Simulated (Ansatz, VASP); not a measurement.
## One calculation of CdHgP, two programs

```
Cd Hg P
1.0
     4.91756    0.00000    0.00000
     0.00000    4.91756    0.00000
     0.00000    0.00000    6.41099
Cd Hg P
2 2 2
Direct
  0.00000 0.00000 0.75000
  0.00000 0.00000 0.25000
  0.50000 0.50000 0.00000
  0.50000 0.50000 0.50000
  0.50000 0.00000 0.50000
  0.00000 0.50000 0.00000
```

Change from the starting cell: species swapped into the TbCoC type (P4_2/mmc, No. 131).

Alike in both runs: functional PBE; k mesh 4 × 4 × 4; occupations gaussian, width 0.1 eV; no spin polarisation.

Ansatz relaxed the structure, and its values are those at the end. VASP's run is a single point on that final structure, the one shown.

```csv
,VASP,Ansatz
version,VASP 6.6.1,Ansatz 0.2.0
potentials or method,"VASP PAW PBE potentials, release 64 (Cd, Hg, P), cutoff 520 eV","scalar-relativistic, plane waves, PAW"
valence electrons in the cell,58,90
```

|  | VASP | Ansatz | Ansatz less VASP |
| --- | --- | --- | --- |
| gap on the k mesh at the Fermi level (eV) | none | none | - |
| pressure (GPa) | 0.3 | 0.1 | -0.27 |

A gap of «none» marks a metal or a gap that the smearing closes. VASP's potentials hold 58 valence electrons a cell and Ansatz's 90, so a difference there can come from the potentials and not from the codes.

Neither program's run includes spin-orbit coupling.
